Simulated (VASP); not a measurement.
# AgCl (Fm-3m) in VASP: further runs

AgCl is run at these levels: PBEsol; tasks: single point.

Everything below comes from runs of VASP 6.6.1. Logs are shortened: lines on timing, memory, paths and dates and some standing lists are left out, and cuts for length are marked.

## Step 1: The cell of the first run

Symmetry: Fm-3m, No. 225, cubic system. The conventional cell has a = 5.542 Å, b = 5.542 Å, c = 5.542 Å, α = 90.00°, β = 90.00°, γ = 90.00°. Ag (site symmetry m-3m) has 6 Cl at 2.77 Å within 3.7 Å. Cl (site symmetry m-3m) has 6 Ag at 2.77 Å within 3.7 Å.

## Step 2: Single point, PBEsol (21.28 Å³/atom)

INCAR reads:

```
SYSTEM = AgCl
PREC     = Accurate       ! precision mode
ENCUT    = 520            ! plane-wave cutoff, eV
EDIFF    = 1E-7           ! SCF threshold, eV
ISMEAR   = -1             ! smearing method
SIGMA    = 0.05           ! smearing width, eV
LREAL    = .FALSE.        ! projectors in reciprocal space
LASPH    = .TRUE.         ! aspherical terms in the spheres
NELM     = 100            ! most SCF steps
ALGO     = Normal         ! electronic algorithm
ISIF     = 2              ! what is computed and relaxed
LWAVE    = .FALSE.        ! write WAVECAR
LCHARG   = .FALSE.        ! write CHGCAR
GGA      = PS             ! functional
NBANDS   = 16             ! bands
```

KPOINTS reads:

```
Automatic mesh
0
G
  8 8 8
  0 0 0
```

POSCAR reads:

```
AgCl
1.0
    0.0000000000      2.7709909694      2.7709909694
    2.7709909694      0.0000000000      2.7709909694
    2.7709909694      2.7709909694      0.0000000000
Ag Cl
1 1
Direct
    0.0000000000      0.0000000000      0.0000000000
    0.5000000000      0.5000000000      0.5000000000
```

Potentials or basis: VASP PAW PBE potentials, release 64 (Ag, Cl).

Command:

```
$ cat potpaw_PBE.64/Ag/POTCAR potpaw_PBE.64/Cl/POTCAR > POTCAR
$ mpirun -np 1 vasp_std > vasp.out
```

OUTCAR:

```text
SYSTEM = AgCl
   PREC = Accurate
   ENCUT = 520
   EDIFF = 1E-7
   ISMEAR = -1
   LREAL = .FALSE.
   LASPH = .TRUE.
   NELM = 100
   ISIF = 2
   GGA = PS

 ion  position               nearest neighbor table
   1  0.000  0.000  0.000-   2 2.77   2 2.77   2 2.77   2 2.77   2 2.77   2 2.77
   2  0.500  0.500  0.500-   1 2.77   1 2.77   1 2.77   1 2.77   1 2.77   1 2.77

  LATTYP: Found a face centered cubic cell.
 ALAT       =     5.5419819388

  Lattice vectors:

 A1 = (   0.0000000000,   2.7709909694,   2.7709909694)
 A2 = (   2.7709909694,   0.0000000000,   2.7709909694)
 A3 = (   2.7709909694,   2.7709909694,   0.0000000000)

Analysis of symmetry for initial positions (statically):
=====================================================================
 Subroutine PRICEL returns:
 Original cell was already a primitive cell.

 Routine SETGRP: Setting up the symmetry group for a
 face centered cubic supercell.

 Subroutine GETGRP returns: Found 48 space group operations
 (whereof 48 operations were pure point group operations)
 out of a pool of 48 trial point group operations.

The static configuration has the point symmetry O_h .

Analysis of symmetry for dynamics (positions and initial velocities):
=====================================================================
 Subroutine PRICEL returns:
 Original cell was already a primitive cell.

 Routine SETGRP: Setting up the symmetry group for a
 face centered cubic supercell.

 Subroutine GETGRP returns: Found 48 space group operations
 (whereof 48 operations were pure point group operations)
 out of a pool of 48 trial point group operations.

The dynamic configuration has the point symmetry O_h .

 Subroutine INISYM returns: Found 48 space group operations
 (whereof 48 operations are pure point group operations),
 and found     1 'primitive' translations

----------------------------------------------------------------------------------------

                                     Primitive cell

  volume of cell :      42.5535

  direct lattice vectors                    reciprocal lattice vectors
     0.000000000  2.770990969  2.770990969    -0.180440862  0.180440862  0.180440862
     2.770990969  0.000000000  2.770990969     0.180440862 -0.180440862  0.180440862
     2.770990969  2.770990969  0.000000000     0.180440862  0.180440862 -0.180440862

  length of vectors
     3.918773010  3.918773010  3.918773010     0.312532741  0.312532741  0.312532741

  position of ions in fractional coordinates (direct lattice)
[... 78 lines left out ...]
   NELM   =    100;   NELMIN=  2; NELMDL= -5     # of ELM steps
   EDIFF  = 0.1E-06   stopping-criterion for ELM
   LREAL  =      F    real-space projection
   EDIFFG = 0.1E-05   stopping-criterion for IOM
   NSW    =      0    number of steps for IOM
   IBRION =     -1    ionic relax: 0-MD 1-quasi-New 2-CG
   NFREE  =      0    steps in history (QN), initial steepest desc. (CG)
   ISIF   =      2    stress and relaxation
   ISYM   =      2    0-nonsym 1-usesym 2-fastsym
   POTIM  = 0.5000    time-step for ionic-motion
   TEBEG  =    0.0;   TEEND  =   0.0 temperature during run
   PSTRESS=    0.0 pullay stress
   NELECT =      18.0000    total number of electrons
   NUPDOWN=      -1.0000    fix difference up-down
   EMIN   =  10.00;   EMAX   =-10.00  energy-range for DOS
   EFERMI =   0.00;   METHOD = LEGACY
   ISMEAR =    -1;   SIGMA  =   0.05  broadening in eV -4-tet -1-fermi 0-gaus
   EFERMI_NEDOS =   21; number of points for ismear=-14 and -15
   IALGO  =     38    algorithm
   IMIX   =      4    mixing-type and parameters
     AMIX     =   0.40;   BMIX     =  1.00
     AMIX_MAG =   1.60;   BMIX_MAG =  1.00
  volume/ion in A,a.u.               =      21.28       143.58
  Fermi-wavevector in a.u.,A,eV,Ry     =   1.228911  2.322306 20.547833  1.510223
  Thomas-Fermi vector in A             =   2.363819
   LORBIT       =      0    0 simple, 1 ext, 2 COOP (PROOUT), +10 PAW based schemes
   GGA     = PS    functional components
   LHFCALC =     F    Hartree Fock is set to
   AEXX    =    0.0000 exact exchange contribution
   IVDW    =     0    specifies the selected vdW correction
   LEPSILON=     F    determine dielectric tensor
   LRPA    =     F    only Hartree local field effects (RPA)
 non-spin polarized calculation
  energy-cutoff  :      520.00
  volume of cell :       42.55
 maximum number of plane-waves:      1162
 NGX is ok and might be reduce to    30
   NGX = 15   NGY = 15   NGZ = 15

 number of electron      18.0000006 magnetization

 Free energy of the ion-electron system (eV)
  ---------------------------------------------------
  ext. energy  EPLUGINS =         0.00000000
  ---------------------------------------------------
  free energy    TOTEN  =        -6.04290162 eV

  energy without entropy =       -6.04289083  energy(sigma->0) =       -6.04289622

 E-fermi :   4.1850     XC(G=0): -10.2278

 val. band max:        3.7425079058   @ k =   0.5000   0.0000   0.0000
 cond. band min:       4.4721160257   @ k =   0.0000   0.0000   0.0000
 fundamental gap:      0.7296081199
 Fermi energy:         4.1850137095

 k-point     1 :       0.0000    0.0000    0.0000
  band No.  band energies     occupation
      1     -11.4157      2.00000
      2       1.2583      2.00000
      3       1.2583      2.00000
      4       1.2583      2.00000
      5       1.2978      2.00000
      6       1.2978      2.00000
[... 433 lines left out ...]
      3      -0.4049      2.00000
      4      -0.3514      2.00000
      5       1.5683      2.00000
      6       1.6385      2.00000
[... 8 lines left out ...]
     15      17.1497      0.00000
     16      18.6333      0.00000

 [... further k-points ...]

------------------------ aborting loop because EDIFF is reached ----------------------------------------

  FORCE on cell =-STRESS in cart. coord.  units (eV):
  Direction    XX          YY          ZZ          XY          YZ          ZX
  --------------------------------------------------------------------------------------
  -------------------------------------------------------------------------------------
  Total       -0.7017123     -0.7017123     -0.7017123      0.0000000      0.0000000      0.0000000
  in kB      -26.4200946    -26.4200946    -26.4200946      0.0000000      0.0000000      0.0000000
  external PRESSURE =     -26.4200946 kB  Pullay stress =       0.0000000 kB

 VOLUME and BASIS-vectors are now :
 -----------------------------------------------------------------------------
  energy-cutoff  :      520.00
  volume of cell :       42.55
      direct lattice vectors                 reciprocal lattice vectors
     0.000000000  2.770990969  2.770990969    -0.180440862  0.180440862  0.180440862
     2.770990969  0.000000000  2.770990969     0.180440862 -0.180440862  0.180440862
     2.770990969  2.770990969  0.000000000     0.180440862  0.180440862 -0.180440862

 POSITION                                       TOTAL-FORCE (eV/Angst)
 -----------------------------------------------------------------------------------
      0.00000      0.00000      0.00000         0.000000      0.000000      0.000000
      2.77099      2.77099      2.77099        -0.000000     -0.000000     -0.000000
 -----------------------------------------------------------------------------------
    total drift:                               -0.000000      0.000000      0.000000

  FREE ENERGIE OF THE ION-ELECTRON SYSTEM (eV)
  ---------------------------------------------------
  free  energy   TOTEN  =        -6.0429016173 eV

  energy  without entropy=       -6.0428908303  energy(sigma->0) =       -6.04289622
```

OSZICAR:

```text
N       E                     dE             d eps       ncg     rms          rms(c)
DAV:   1     0.977458263890E+02    0.97746E+02   -0.88246E+03   952   0.102E+03
DAV:   2    -0.252638330359E+01   -0.10027E+03   -0.92434E+02  1160   0.219E+02
DAV:   3    -0.618118149259E+01   -0.36548E+01   -0.36461E+01  1152   0.437E+01
DAV:   4    -0.620665555209E+01   -0.25474E-01   -0.25471E-01  1232   0.396E+00
DAV:   5    -0.620699676060E+01   -0.34121E-03   -0.34121E-03  1112   0.447E-01    0.647E+00
DAV:   6    -0.604706468949E+01    0.15993E+00   -0.28203E-01  1232   0.704E+00    0.421E+00
DAV:   7    -0.604430280967E+01    0.27619E-02   -0.67644E-02  1048   0.171E+00    0.195E+00
DAV:   8    -0.604290237041E+01    0.14004E-02   -0.40688E-03  1128   0.651E-01    0.300E-01
DAV:   9    -0.604286988952E+01    0.32481E-04   -0.38291E-04  1176   0.266E-01    0.515E-02
DAV:  10    -0.604289940459E+01   -0.29515E-04   -0.51565E-05  1144   0.629E-02    0.117E-02
DAV:  11    -0.604290167029E+01   -0.22657E-05   -0.17424E-06  1208   0.101E-02    0.205E-03
DAV:  12    -0.604290161733E+01    0.52959E-07   -0.81524E-08   848   0.194E-03
   1 F= -.60429016E+01 E0= -.60428962E+01  d E =-.107870E-04
```

stdout:

```text
POSCAR found type information on POSCAR AgCl
 POSCAR found :  2 types and       2 ions
 scaLAPACK will be used
 -----------------------------------------------------------------------------
|                                                                             |
|                                                                             |
|     You enforced a specific xc type in the INCAR file but a different       |
|     I HOPE YOU KNOW WHAT YOU ARE DOING!                                     |
|                                                                             |
 -----------------------------------------------------------------------------

 LDA part: xc-table for (Slater+PW92), standard interpolation
 POSCAR, INCAR and KPOINTS ok, starting setup
 FFT: planning ... GRIDC
 FFT: planning ... GRID_SOFT
 FFT: planning ... GRID
 WAVECAR not read
 entering main loop
```

Run time: 31 s. Hardware: 1 thread of AMD EPYC 7R43 (Zen 3), shared host; peak memory 0.14 GiB.

Results:

```yaml
Free_energy: -6.0429 eV
Pressure: -2.6 GPa
Band_gap_on_the_k_mesh: 0.73 eV (least direct gap 3.05 eV)
```

Levels at points of the mesh, in eV from the valence-band top:
```csv
k point,band 7,band 8,band 9,band 10,band 11,band 12
"(0.00, 0.00, 0.00)",-2.34,-2.34,-2.34,0.73,10.74,10.74
"(0.50, 0.00, 0.00)",-1.79,0.00,0.00,4.03,6.45,7.53
"(0.50, 0.50, 0.00)",-1.98,-1.98,-1.90,2.23,7.85,8.47
```

Caveat: the PAW data sets were made with another functional, which shifts forces and pressure a little.

## Step 3: Single point, PBEsol (21.69 Å³/atom)

This run uses another cell than the first one, of 21.69 Å³/atom.

INCAR reads:

```
SYSTEM = AgCl
  PREC = Accurate
  ENCUT = 520
  EDIFF = 1E-6
  ISMEAR = -1
  SIGMA = 0.05
  LREAL = .False.
  LASPH = .True.
  NELM = 80
  ALGO = Normal
  ISIF = 2
  LWAVE = .False.
  LCHARG = .True.
  GGA = PS
  LELF = .True.
  LVHAR = .True.
  NBANDS = 16
```

KPOINTS reads:

```
Automatic mesh
0
Gamma
  8 8 8
  0 0 0
```

POSCAR reads:

```
AgCl
1.0
    0.0000000000      2.7886410693      2.7886410693
    2.7886410693      0.0000000000      2.7886410693
    2.7886410693      2.7886410693      0.0000000000
Ag Cl
1 1
Direct
    0.0000000000      0.0000000000      0.0000000000
    0.5000000000      0.5000000000      0.5000000000
```

Potentials or basis: VASP PAW PBE potentials, release 64 (Ag, Cl).

Command:

```
$ cat potpaw_PBE.64/Ag/POTCAR potpaw_PBE.64/Cl/POTCAR > POTCAR
$ mpirun -np 1 vasp_std > vasp.out
```

OUTCAR:

```text
SYSTEM = AgCl
   PREC = Accurate
   ENCUT = 520
   EDIFF = 1E-6
   ISMEAR = -1
   LREAL = .False.
   LASPH = .True.
   NELM = 80
   ISIF = 2
   GGA = PS

 ion  position               nearest neighbor table
   1  0.000  0.000  0.000-   2 2.79   2 2.79   2 2.79   2 2.79   2 2.79   2 2.79
   2  0.500  0.500  0.500-   1 2.79   1 2.79   1 2.79   1 2.79   1 2.79   1 2.79

  LATTYP: Found a face centered cubic cell.
 ALAT       =     5.5772821386

  Lattice vectors:

 A1 = (   0.0000000000,   2.7886410693,   2.7886410693)
 A2 = (   2.7886410693,   0.0000000000,   2.7886410693)
 A3 = (   2.7886410693,   2.7886410693,   0.0000000000)

Analysis of symmetry for initial positions (statically):
=====================================================================
 Subroutine PRICEL returns:
 Original cell was already a primitive cell.

 Routine SETGRP: Setting up the symmetry group for a
 face centered cubic supercell.

 Subroutine GETGRP returns: Found 48 space group operations
 (whereof 48 operations were pure point group operations)
 out of a pool of 48 trial point group operations.

The static configuration has the point symmetry O_h .

Analysis of symmetry for dynamics (positions and initial velocities):
=====================================================================
 Subroutine PRICEL returns:
 Original cell was already a primitive cell.

 Routine SETGRP: Setting up the symmetry group for a
 face centered cubic supercell.

 Subroutine GETGRP returns: Found 48 space group operations
 (whereof 48 operations were pure point group operations)
 out of a pool of 48 trial point group operations.

The dynamic configuration has the point symmetry O_h .

 Subroutine INISYM returns: Found 48 space group operations
 (whereof 48 operations are pure point group operations),
 and found     1 'primitive' translations

----------------------------------------------------------------------------------------

[... 111 lines left out ...]
     AMIX     =   0.40;   BMIX     =  1.00
     AMIX_MAG =   1.60;   BMIX_MAG =  1.00
  volume/ion in A,a.u.               =      21.69       146.34
  Fermi-wavevector in a.u.,A,eV,Ry     =   1.221133  2.307607 20.288550  1.491166
  Thomas-Fermi vector in A             =   2.356326
   LORBIT       =      0    0 simple, 1 ext, 2 COOP (PROOUT), +10 PAW based schemes
   GGA     = PS    functional components
   LHFCALC =     F    Hartree Fock is set to
   AEXX    =    0.0000 exact exchange contribution
   IVDW    =     0    specifies the selected vdW correction
   LEPSILON=     F    determine dielectric tensor
   LRPA    =     F    only Hartree local field effects (RPA)
 non-spin polarized calculation
  energy-cutoff  :      520.00
  volume of cell :       43.37
 maximum number of plane-waves:      1211
 NGX is ok and might be reduce to    30
   NGX = 15   NGY = 15   NGZ = 15

 number of electron      18.0000001 magnetization

 Free energy of the ion-electron system (eV)
  ---------------------------------------------------
  ext. energy  EPLUGINS =         0.00000000
  ---------------------------------------------------
  free energy    TOTEN  =        -6.02781242 eV

  energy without entropy =       -6.02780204  energy(sigma->0) =       -6.02780723

 E-fermi :   3.9489     XC(G=0): -10.1284

 val. band max:        3.5027655636   @ k =   0.5000   0.0000   0.0000
 cond. band min:       4.2383261678   @ k =   0.0000   0.0000   0.0000
 fundamental gap:      0.7355606043
 Fermi energy:         3.9489330519

 k-point     1 :       0.0000    0.0000    0.0000
  band No.  band energies     occupation
      1     -11.5283      2.00000
      2       1.0954      2.00000
      3       1.0954      2.00000
      4       1.0954      2.00000
      5       1.1337      2.00000
      6       1.1337      2.00000
[... 433 lines left out ...]
      3      -0.5175      2.00000
      4      -0.4687      2.00000
      5       1.3905      2.00000
      6       1.4583      2.00000
[... 8 lines left out ...]
     15      16.8600      0.00000
     16      18.3416      0.00000

 [... further k-points ...]

------------------------ aborting loop because EDIFF is reached ----------------------------------------

  FORCE on cell =-STRESS in cart. coord.  units (eV):
  Direction    XX          YY          ZZ          XY          YZ          ZX
  --------------------------------------------------------------------------------------
  -------------------------------------------------------------------------------------
  Total       -0.9219452     -0.9219452     -0.9219452     -0.0000000     -0.0000000     -0.0000000
  in kB      -34.0571117    -34.0571117    -34.0571117     -0.0000000     -0.0000000     -0.0000000
  external PRESSURE =     -34.0571117 kB  Pullay stress =       0.0000000 kB

 VOLUME and BASIS-vectors are now :
 -----------------------------------------------------------------------------
  energy-cutoff  :      520.00
  volume of cell :       43.37
      direct lattice vectors                 reciprocal lattice vectors
     0.000000000  2.788641069  2.788641069    -0.179298801  0.179298801  0.179298801
     2.788641069  0.000000000  2.788641069     0.179298801 -0.179298801  0.179298801
     2.788641069  2.788641069  0.000000000     0.179298801  0.179298801 -0.179298801

 POSITION                                       TOTAL-FORCE (eV/Angst)
 -----------------------------------------------------------------------------------
      0.00000      0.00000      0.00000        -0.000000      0.000000     -0.000000
      2.78864      2.78864      2.78864         0.000000      0.000000      0.000000
 -----------------------------------------------------------------------------------
    total drift:                               -0.000000      0.000000      0.000000

  FREE ENERGIE OF THE ION-ELECTRON SYSTEM (eV)
  ---------------------------------------------------
  free  energy   TOTEN  =        -6.0278124168 eV

  energy  without entropy=       -6.0278020403  energy(sigma->0) =       -6.02780723
```

OSZICAR:

```text
N       E                     dE             d eps       ncg     rms          rms(c)
DAV:   1     0.988482824423E+02    0.98848E+02   -0.86851E+03   944   0.102E+03
DAV:   2    -0.237908073006E+01   -0.10123E+03   -0.93984E+02  1152   0.223E+02
DAV:   3    -0.616799894744E+01   -0.37889E+01   -0.37790E+01  1232   0.445E+01
DAV:   4    -0.619412805089E+01   -0.26129E-01   -0.26127E-01  1112   0.399E+00
DAV:   5    -0.619447360840E+01   -0.34556E-03   -0.34555E-03  1208   0.447E-01    0.614E+00
DAV:   6    -0.603194197723E+01    0.16253E+00   -0.28519E-01  1216   0.702E+00    0.400E+00
DAV:   7    -0.602924479346E+01    0.26972E-02   -0.68884E-02  1032   0.173E+00    0.190E+00
DAV:   8    -0.602781286012E+01    0.14319E-02   -0.42686E-03  1112   0.661E-01    0.303E-01
DAV:   9    -0.602777778325E+01    0.35077E-04   -0.38670E-04  1192   0.272E-01    0.563E-02
DAV:  10    -0.602781062227E+01   -0.32839E-04   -0.62621E-05  1128   0.671E-02    0.120E-02
DAV:  11    -0.602781252269E+01   -0.19004E-05   -0.14394E-06  1152   0.904E-03    0.286E-03
DAV:  12    -0.602781241679E+01    0.10590E-06   -0.58607E-08   600   0.174E-03
   1 F= -.60278124E+01 E0= -.60278072E+01  d E =-.103765E-04
```

Wall time 32 s (1 thread of AMD EPYC 7R43 (Zen 3), shared host); peak memory 0.13 GiB.

What came out:

| Quantity | Value |
| --- | --- |
| Free energy | -6.0278 eV |
| Pressure | -3.4 GPa |
| Band gap on the k mesh | 0.74 eV (least direct gap 2.99 eV) |

Caveat: the cell stands under tension; the PAW data sets were made with another functional, which shifts forces and pressure a little. A k mesh can miss the band edges.

[end of part 1 of 2]
